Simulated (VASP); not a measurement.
Runs of VASP 6.6.1 on ScAl. The structure is that of space group Pm-3m (No. 221), or close to it. The cells are those of the table. 

| task | cell | k mesh | cutoff (eV) | smearing | ions in elastic constants | gap on the mesh (eV) | pressure (GPa) |
| --- | --- | --- | --- | --- | --- | --- | --- |
| single point | a = 3.435 Å, 2 atoms | 12 × 12 × 12 | 520 | gaussian 0.1 eV | - | none | -4.0 |
| single point | a = 3.369 Å, 2 atoms | 16 × 16 × 16 | 520 | gaussian 0.1 eV | - | none | (a) |
| single point | a = 3.369 Å, 2 atoms | 12 × 12 × 12 | 520 | gaussian 0.1 eV | - | none | (b) |
| single point | a = 3.167 Å, 2 atoms | 16 × 16 × 16 | 520 | gaussian 0.1 eV | - | none | 22.2 |
| single point | a = 3.335 Å, 2 atoms | 12 × 12 × 12 | 520 | gaussian 0.1 eV | - | none | 2.9 |
| single point | a = 3.436 Å, 2 atoms | 16 × 16 × 16 | 520 | gaussian 0.1 eV | - | none | -4.1 |

Alike in all rows: level r2SCAN; potentials or basis VASP PAW PBE potentials, release 64 (Sc_sv, Al); no spin polarisation.

Q: Fill in the values left out.

A: (a) 0.3; (b) 0.2.

Caveats: the PAW data sets were made with another functional, which shifts forces and pressure a little.

A gap of «none» marks levels without a gap at the run's occupations.
